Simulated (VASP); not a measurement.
Here is a VASP 6.6.1 calculation.

File INCAR:

```
ALGO = Normal
EDIFF = 1E-7
ENCUT = 520
GGA = PE
ISIF = 2
ISMEAR = 0
LASPH = T
LCHARG = T
LELF = T
LREAL = F
LVHAR = T
LWAVE = F
NBANDS = 24
NELM = 60
PREC = Accurate
SIGMA = 0.1
```

Contents of KPOINTS:

```
k-points
0
Gamma
  4 4 4
```

File POSCAR:

```
ZrC
1.0
    3.8379877800      0.0000000000      0.0000000000
    0.0000000000      4.8624762400      0.0000000000
    0.0000000000      0.0000000000      3.7426808900
Zr C
2 2
Direct
    0.0000000000      0.0000000000      0.1626500800
    0.5000000000      0.5000000000      0.8373499200
    0.0000000000      0.0000000000      0.6602106200
    0.5000000000      0.5000000000      0.3397893800
```

Potentials or basis: VASP PAW PBE potentials, release 64 (Zr_sv, C).

Run with:

```console
$ cat potpaw_PBE.64/Zr_sv/POTCAR potpaw_PBE.64/C/POTCAR > POTCAR
$ mpirun -np 1 vasp_std > vasp.out
```

**Question.** Predict the largest force.

**Answer.** 2.451 eV/Å.

**Question.** Predict the band gap on the k mesh.

**Answer.** Zero (bands 16 and 17 overlap by 1.95 eV).

**Question.** Predict the pressure.

**Answer.** 21.9 GPa.

Forces on the atoms (eV/Å):
```
Zr   0.000  0.000  0.739
Zr   0.000  0.000 -0.739
C    0.000  0.000  2.451
C    0.000  0.000 -2.451
```

Caveat: the k points lie up to 0.42 Å⁻¹ apart, too coarse for converged energies and pressures of a metal; forces of over 1 eV/Å act on the atoms, so gaps and moduli don't describe the material at rest.
